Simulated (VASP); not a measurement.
# H3Pt16C in VASP: single point with PBE+D3(BJ)

Aim: the single point of H3Pt16C with PBE+D3(BJ).

Program: VASP 6.6.1. These are calculated values, not measurements. Logs are shortened: lines on timing, memory, paths and dates and some standing lists are left out, and cuts for length are marked.

## (1) The cell of the first run

The cell holds a slab with vacuum, 20 atoms: a = 5.556 Å, b = 5.556 Å, c = 26.177 Å, α = 90.00°, β = 90.00°, γ = 120.00°.

## (2) Single point, PBE+D3(BJ)

Contents of INCAR:

```
  PREC = Accurate
  ENCUT = 520
  EDIFF = 1E-6
  ISMEAR = 0
  SIGMA = 0.1
  LREAL = Auto
  LASPH = True
  NELM = 60
  ALGO = Normal
  ISIF = 2
  LWAVE = False
  LCHARG = False
  LDIPOL = True
  IDIPOL = 3
  DIPOL = 0.5 0.5 0.497
  GGA = PE
  IVDW = 12
  NBANDS = 100
```

Contents of KPOINTS:

```
regular mesh
0
Gamma
  6 6 1
```

Contents of POSCAR:

```
H3Pt16C
1.0
    5.5558884578      0.0000000000      0.0000000000
   -2.7779442289      4.8115405451      0.0000000000
    0.0000000000      0.0000000000     26.1773478510
Pt C H
16 1 3
Direct
    0.3333333333      0.1666666667      0.3247082191
    0.3333333333      0.6666666667      0.3247082191
    0.8333333333      0.1666666667      0.3247082191
    0.8333333333      0.6666666667      0.3247082191
    0.6666666667      0.3333333333      0.4113549634
    0.6666666667      0.8333333333      0.4113549634
    0.1666666667      0.3333333333      0.4113549634
    0.1666666667      0.8333333333      0.4113549634
   -0.0023812880      0.4988091744      0.4978837776
    0.0000000000      0.0000000000      0.4973955392
    0.5011908256      0.4988095376      0.4978837776
    0.5011904624      0.0023812880      0.4978837776
    0.3333333333      0.6666666667      0.5839736648
    0.3335067455      0.1667697101      0.5868187477
    0.8332629646      0.6664932545      0.5868187477
    0.8332302899      0.1667370354      0.5868187477
    0.0000000000      0.0000000000      0.6562976861
   -0.1080405219     -0.2149594795      0.6710209949
    0.2149594795      0.1069189576      0.6710209949
   -0.1069189576      0.1080405219      0.6710209949
```

Potentials or basis: VASP PAW PBE potentials, release 64 (Pt, C, H).

Launch:

```sh
cat potpaw_PBE.64/Pt/POTCAR potpaw_PBE.64/C/POTCAR potpaw_PBE.64/H/POTCAR > POTCAR
mpirun -np 1 vasp_std > vasp.out
```

OUTCAR:

```text
PREC = Accurate
   ENCUT = 520
   EDIFF = 1E-6
   ISMEAR = 0
   LREAL = Auto
   LASPH = True
   NELM = 60
   ISIF = 2
   GGA = PE
   IVDW = 12
 IVDW          = 12

 ion  position               nearest neighbor table
   1  0.333  0.167  0.325-   3 2.78   3 2.78   4 2.78   2 2.78   2 2.78   4 2.78   7 2.78   5 2.78
                             8 2.78
   2  0.333  0.667  0.325-   4 2.78   4 2.78   1 2.78   1 2.78   3 2.78   3 2.78   8 2.78   6 2.78
                             7 2.78
   3  0.833  0.167  0.325-   1 2.78   1 2.78   4 2.78   4 2.78   2 2.78   2 2.78   5 2.78   7 2.78
                             6 2.78
   4  0.833  0.667  0.325-   2 2.78   2 2.78   3 2.78   3 2.78   1 2.78   1 2.78   6 2.78   8 2.78
                             5 2.78
   5  0.667  0.333  0.411-   9 2.77  12 2.77  11 2.77   7 2.78   7 2.78   6 2.78   6 2.78   8 2.78
                             8 2.78   3 2.78   1 2.78   4 2.78
   6  0.667  0.833  0.411-  10 2.77   8 2.78   8 2.78   7 2.78   5 2.78   5 2.78   7 2.78   4 2.78
                             2 2.78   3 2.78  11 2.78  12 2.78
   7  0.167  0.333  0.411-  10 2.77   5 2.78   5 2.78   6 2.78   8 2.78   8 2.78   6 2.78   1 2.78
                             3 2.78   2 2.78   9 2.78  11 2.78
   8  0.167  0.833  0.411-  10 2.77   6 2.78   6 2.78   5 2.78   7 2.78   7 2.78   5 2.78   2 2.78
                             4 2.78   1 2.78  12 2.78   9 2.78
   9  0.998  0.499  0.498-  11 2.76  12 2.76   5 2.77  13 2.77  10 2.78  10 2.78   7 2.78   8 2.78
                            11 2.80  12 2.80  15 2.82  16 2.82
  10  0.000  0.000  0.497-   6 2.77   7 2.77   8 2.77  12 2.78   9 2.78  11 2.78  12 2.78  11 2.78
                             9 2.78  16 2.84  14 2.84  15 2.84
  11  0.501  0.499  0.498-   9 2.76  12 2.76   5 2.77  13 2.77  10 2.78  10 2.78   6 2.78   7 2.78
                             9 2.80  12 2.80  14 2.82  15 2.82
  12  0.501  0.002  0.498-  11 2.76   9 2.76   5 2.77  13 2.77  10 2.78  10 2.78   8 2.78   6 2.78
                            11 2.80   9 2.80  16 2.82  14 2.82
  13  0.333  0.667  0.584-   9 2.77  12 2.77  11 2.77  15 2.78  16 2.78  14 2.78  14 2.78  16 2.78
                            15 2.78
  14  0.334  0.167  0.587-  17 2.43  16 2.78  15 2.78  13 2.78  13 2.78  16 2.78  15 2.78  11 2.82
                            12 2.82  10 2.84
  15  0.833  0.666  0.587-  17 2.43  14 2.78  16 2.78  13 2.78  13 2.78  16 2.78  14 2.78   9 2.82
                            11 2.82  10 2.84
  16  0.833  0.167  0.587-  17 2.43  14 2.78  15 2.78  13 2.78  13 2.78  14 2.78  15 2.78  12 2.82
                             9 2.82  10 2.84
  17  0.000  0.000  0.656-  19 1.10  20 1.10  18 1.10  16 2.43  14 2.43  15 2.43
  18  0.892  0.785  0.671-  17 1.10
  19  0.215  0.107  0.671-  17 1.10
  20  0.893  0.108  0.671-  17 1.10

  LATTYP: Found a hexagonal cell.
 ALAT       =     5.5558884578
 C/A-ratio  =     4.7116402804

  Lattice vectors:

 A1 = (   5.5558884578,   0.0000000000,   0.0000000000)
 A2 = (  -2.7779442289,   4.8115405451,   0.0000000000)
 A3 = (   0.0000000000,   0.0000000000,  26.1773478510)

Analysis of symmetry for initial positions (statically):
=====================================================================
 Subroutine PRICEL returns:
 Original cell was already a primitive cell.

 Routine SETGRP: Setting up the symmetry group for a
 hexagonal supercell.

 Subroutine GETGRP returns: Found  3 space group operations
 (whereof  3 operations were pure point group operations)
 out of a pool of 24 trial point group operations.

The static configuration has the point symmetry C_3 .

Analysis of symmetry for dynamics (positions and initial velocities):
=====================================================================
 Subroutine PRICEL returns:
 Original cell was already a primitive cell.

 Routine SETGRP: Setting up the symmetry group for a
 hexagonal supercell.

 Subroutine GETGRP returns: Found  3 space group operations
 (whereof  3 operations were pure point group operations)
 out of a pool of 24 trial point group operations.

The dynamic configuration has the point symmetry C_3 .

 Subroutine INISYM returns: Found  3 space group operations
 (whereof  3 operations are pure point group operations),
 and found     1 'primitive' translations

----------------------------------------------------------------------------------------

                                     Primitive cell

  volume of cell :     699.7829

  direct lattice vectors                    reciprocal lattice vectors
     5.555888458  0.000000000  0.000000000     0.179989215  0.103916822  0.000000000
    -2.777944229  4.811540545  0.000000000     0.000000000  0.207833643  0.000000000
     0.000000000  0.000000000 26.177347851     0.000000000  0.000000000  0.038200967

  length of vectors
     5.555888458  5.555888458 26.177347851     0.207833643  0.207833643  0.038200967

  position of ions in fractional coordinates (direct lattice)
     0.333333333  0.166666667  0.324708219
     0.333333333  0.666666667  0.324708219
     0.833333333  0.166666667  0.324708219
     0.833333333  0.666666667  0.324708219
     0.666666667  0.333333333  0.411354963
     0.666666667  0.833333333  0.411354963
[... 12 lines left out ...]
     0.214959480  0.106918958  0.671020995
     0.893081042  0.108040522  0.671020995

  ion indices of the primitive-cell ions
   primitive index   ion index
                 1           1
                 2           2
                 3           3
                 4           4
                 5           5
                 6           6
[... 12 lines left out ...]
                19          19
                20          20

----------------------------------------------------------------------------------------

 KPOINTS: regular mesh

Automatic generation of k-mesh.
 Grid dimensions read from file:
 generate k-points for:    6    6    1

 Generating k-lattice:

  Cartesian coordinates                     Fractional coordinates (reciprocal lattice)
     0.029998202  0.017319470  0.000000000     0.166666667  0.000000000  0.000000000
     0.000000000  0.034638941  0.000000000     0.000000000  0.166666667  0.000000000
     0.000000000  0.000000000  0.038200967     0.000000000  0.000000000  1.000000000

  Length of vectors
     0.034638941  0.034638941  0.038200967

  Shift w.r.t. Gamma in fractional coordinates (k-lattice)
     0.000000000  0.000000000  0.000000000

 Subroutine IBZKPT returns following result:
 ===========================================

 Found      8 irreducible k-points:

 Following reciprocal coordinates:
            Coordinates               Weight
  0.000000  0.000000  0.000000      1.000000
  0.166667 -0.000000  0.000000      6.000000
  0.333333 -0.000000  0.000000      6.000000
  0.500000  0.000000  0.000000      3.000000
  0.166667  0.166667  0.000000      6.000000
  0.333333  0.166667  0.000000      6.000000
 -0.333333  0.500000  0.000000      6.000000
  0.333333  0.333333  0.000000      2.000000
   k-points           NKPTS =      8   k-points in BZ     NKDIM =      8   number of bands    NBANDS=    100
   number of dos      NEDOS =    301   number of ions     NIONS =     20
   total plane-waves  NPLWV = 345744
   dimension x,y,z NGX =    42 NGY =   42 NGZ =  196
   dimension x,y,z NGXF=    84 NGYF=   84 NGZF=  392
   ions per type =              16   1   3
   NGX,Y,Z   is equivalent  to a cutoff of  12.57, 12.57, 12.45 a.u.
   NGXF,Y,Z  is equivalent  to a cutoff of  25.13, 25.13, 24.89 a.u.
 SYSTEM =  unknown system
   PREC   = accura    normal or accurate (medium, high low for compatibility)
   ISTART =      0    job   : 0-new  1-cont  2-samecut
   ICHARG =      2    charge: 1-file 2-atom 10-const
   ISPIN  =      1    spin polarized calculation?
   LNONCOLLINEAR =      F non collinear calculations
   LSORBIT =      F    spin-orbit coupling
   LASPH  =      T    aspherical Exc in radial PAW
   ENCUT  =  520.0 eV  38.22 Ry    6.18 a.u.  10.33 10.33 48.67*2*pi/ulx,y,z
   NELM   =     60;   NELMIN=  2; NELMDL= -5     # of ELM steps
   EDIFF  = 0.1E-05   stopping-criterion for ELM
   LREAL  =      T    real-space projection
   EDIFFG = 0.1E-04   stopping-criterion for IOM
   NSW    =      0    number of steps for IOM
   IBRION =     -1    ionic relax: 0-MD 1-quasi-New 2-CG
   NFREE  =      0    steps in history (QN), initial steepest desc. (CG)
   ISIF   =      2    stress and relaxation
   ISYM   =      2    0-nonsym 1-usesym 2-fastsym
   POTIM  = 0.5000    time-step for ionic-motion
   TEBEG  =    0.0;   TEEND  =   0.0 temperature during run
   PSTRESS=    0.0 pullay stress
   NELECT =     167.0000    total number of electrons
   NUPDOWN=      -1.0000    fix difference up-down
   EMIN   =  10.00;   EMAX   =-10.00  energy-range for DOS
   EFERMI =   0.00;   METHOD = LEGACY
   ISMEAR =     0;   SIGMA  =   0.10  broadening in eV -4-tet -1-fermi 0-gaus
   EFERMI_NEDOS =   21; number of points for ismear=-14 and -15
   IALGO  =     38    algorithm
   IMIX   =      4    mixing-type and parameters
     AMIX     =   0.40;   BMIX     =  1.00
     AMIX_MAG =   1.60;   BMIX_MAG =  1.00
  volume/ion in A,a.u.               =      34.99       236.12
  Fermi-wavevector in a.u.,A,eV,Ry     =   1.015452  1.918925 14.029537  1.031142
  Thomas-Fermi vector in A             =   2.148738
   LORBIT       =      0    0 simple, 1 ext, 2 COOP (PROOUT), +10 PAW based schemes
   GGA     = PE    functional components
   LHFCALC =     F    Hartree Fock is set to
   AEXX    =    0.0000 exact exchange contribution
   IVDW    =    12    specifies the selected vdW correction
   LEPSILON=     F    determine dielectric tensor
   LRPA    =     F    only Hartree local field effects (RPA)
 non-spin polarized calculation
 Gauss-broadening in eV      SIGMA  =   0.10
  energy-cutoff  :      520.00
  volume of cell :      699.78
 maximum number of plane-waves:     18878
 NGX is ok and might be reduce to    42
   NGX = 21   NGY = 21   NGZ = 97

 dipolmoment           0.000000      0.000000      0.384947 electrons x Angstroem

 number of electron     167.0000008 magnetization

 dipolmoment           0.000000      0.000000     -0.225541 electrons x Angstroem

 Free energy of the ion-electron system (eV)
  ---------------------------------------------------
  ext. energy  EPLUGINS =         0.00000000
  ---------------------------------------------------
  free energy    TOTEN  =      -112.23020201 eV

  energy without entropy =     -112.09847914  energy(sigma->0) =     -112.16434058

 E-fermi :   0.8539     XC(G=0):  -5.6519

 val. band max:        0.8535875553   @ k =   0.5000   0.0000   0.0000
 cond. band min:       0.8632603058   @ k =   0.3333  -0.0000   0.0000
 fundamental gap:      0.0096727505
 Fermi energy:         0.8539348062

 k-point     1 :       0.0000    0.0000    0.0000
  band No.  band energies     occupation
      1     -12.4891      2.00000
      2      -8.6969      2.00000
      3      -7.3858      2.00000
      4      -6.3679      2.00000
      5      -6.1944      2.00000
      6      -6.1183      2.00000
[... 87 lines left out ...]
     94       3.1806      0.00000
     95       3.5102      0.00000

 k-point     2 :       0.1667   -0.0000    0.0000
  band No.  band energies     occupation
      1     -12.4795      2.00000
      2      -8.4581      2.00000
      3      -7.1598      2.00000
      4      -6.1709      2.00000
      5      -6.0794      2.00000
      6      -6.0236      2.00000
[... 675 lines left out ...]
     94       3.7574      0.00000
     95       3.9066      0.00000
 [bands above 95 left out]

------------------------ aborting loop because EDIFF is reached ----------------------------------------

 vacuum level on the upper side and lower side of the slab       (xc-potential included)        -0.886         0.606

 Edisp (eV)   -9.63073

 E8    (eV) :    -4.5065

  FORCE on cell =-STRESS in cart. coord.  units (eV):
  Direction    XX          YY          ZZ          XY          YZ          ZX
  --------------------------------------------------------------------------------------
  -------------------------------------------------------------------------------------
  Total     -15.82024   -15.82024     1.14760     0.00000     0.00000    -0.00000
  in kB     -36.22100   -36.22100     2.62746     0.00000     0.00000    -0.00000
  external pressure =      -23.27 kB  Pullay stress =        0.00 kB

 VOLUME and BASIS-vectors are now :
 -----------------------------------------------------------------------------
  energy-cutoff  :      520.00
  volume of cell :      699.78
      direct lattice vectors                 reciprocal lattice vectors
     5.555888458  0.000000000  0.000000000     0.179989215  0.103916822  0.000000000
    -2.777944229  4.811540545  0.000000000     0.000000000  0.207833643  0.000000000
     0.000000000  0.000000000 26.177347851     0.000000000  0.000000000  0.038200967

 POSITION                                       TOTAL-FORCE (eV/Angst)
 -----------------------------------------------------------------------------------
      1.38897      0.80192      8.50000         0.030881      0.017838     -0.209590
     -0.00000      3.20769      8.50000         0.000000     -0.000000     -0.140724
      4.16692      0.80192      8.50000        -0.030889      0.017825     -0.209590
      2.77794      3.20769      8.50000         0.000008     -0.035663     -0.209590
      2.77794      1.60385     10.76818         0.000000     -0.000000      0.271640
      1.38897      4.00962     10.76818         0.004750      0.002657      0.189372
[... 12 lines left out ...]
      0.89728      0.51444     17.56555         0.010950      0.007014     -0.002842
      4.66173      0.51984     17.56555        -0.011550      0.005976     -0.002842
 -----------------------------------------------------------------------------------
    total drift:                                0.000000     -0.000000     -0.007514

  FREE ENERGIE OF THE ION-ELECTRON SYSTEM (eV)
  ---------------------------------------------------
  free  energy   TOTEN  =      -121.8609292554 eV

  energy  without entropy=     -121.7292063840  energy(sigma->0) =     -121.79506782

 vacuum level on the upper side and lower side of the slab         4.865         6.387
```

Run time: 39 min. Hardware: 1 thread of Intel Xeon Platinum 8259CL at 2.50GHz (Skylake/Cascade Lake), shared host; peak memory 0.91 GiB.

Results:

```
Free energy                : -121.8609 eV
Largest force              : 0.272 eV/Å
Band gap on the k mesh     : zero (an odd number of electrons rules out a gap without spin polarisation)
Dispersion energy per atom : -0.482 eV
```

Forces on the atoms (eV/Å):
```
Pt   0.031  0.018 -0.210
Pt   0.000  0.000 -0.141
Pt  -0.031  0.018 -0.210
Pt   0.000 -0.036 -0.210
Pt   0.000  0.000  0.272
Pt   0.005  0.003  0.189
Pt   0.000 -0.005  0.189
Pt  -0.005  0.003  0.189
Pt   0.003  0.002  0.000
Pt   0.000  0.000  0.005
Pt  -0.003  0.001  0.000
Pt   0.000 -0.003  0.000
Pt   0.000  0.000 -0.024
Pt   0.003  0.001 -0.014
Pt   0.000 -0.004 -0.014
Pt  -0.003  0.002 -0.014
C    0.000  0.000 -0.002
H    0.001 -0.013 -0.003
H    0.011  0.007 -0.003
H   -0.012  0.006 -0.003
```

Levels at points of the mesh, in eV from the Fermi level:
```csv
k point,band 79,band 80,band 81,band 82,band 83,band 84,band 85,band 86,band 87,band 88
"(0.00, 0.00, 0.00)",0.12,0.27,0.27,0.27,0.41,0.45,0.45,0.58,0.58,0.58
"(0.50, 0.00, 0.00)",-0.58,-0.46,-0.28,0.00,0.00,0.01,0.03,0.07,0.30,0.31
```

Caveat: spin-orbit coupling is left out, which moves the levels of the heavy elements.
